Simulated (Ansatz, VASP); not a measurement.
**Two plane-wave programs on MgZn4O**

```xyz
6
Lattice="-2.5128 2.5128 4.0854 2.5128 -2.5128 4.0854 2.5128 2.5128 -4.0854" Properties=species:S:1:pos:R:3 pbc="T T T"
Mg    0.0000    0.0000    4.0854
Zn    1.5874    1.5874    2.5209
Zn   -1.5874    1.5874    5.6498
Zn    0.9255    0.9255   -1.5644
Zn    1.5874   -1.5874    5.6498
O     0.0000    0.0000    0.0000
```

Change from the starting cell: species swapped into the AgClO4 type (I-42m, No. 121).

Alike in both runs: functional PBE; k mesh 5 × 5 × 5; occupations gaussian, width 0.2 eV; no spin polarisation.

Ansatz relaxed the structure, and its values are those at the end. VASP's run is a single point on that final structure, the one shown.

|  | VASP | Ansatz |
| --- | --- | --- |
| version | VASP 6.6.1 | Ansatz 0.2.0 |
| potentials or method | VASP PAW PBE potentials, release 64 (Mg, Zn, O), cutoff 520 eV | scalar-relativistic, plane waves, PAW |
| valence electrons in the cell | 56 | 64 |

|  | VASP | Ansatz | Ansatz less VASP |
| --- | --- | --- | --- |
| gap on the k mesh at the Fermi level (eV) | none | none | - |
| pressure (GPa) | 0.2 | 0.0 | -0.25 |
| rms of the force components (eV/Å) | 0.025 | 0.001 | -0.0234 |

A gap of «none» marks a metal or a gap that the smearing closes. VASP's potentials hold 56 valence electrons a cell and Ansatz's 64, so a difference there can come from the potentials and not from the codes.
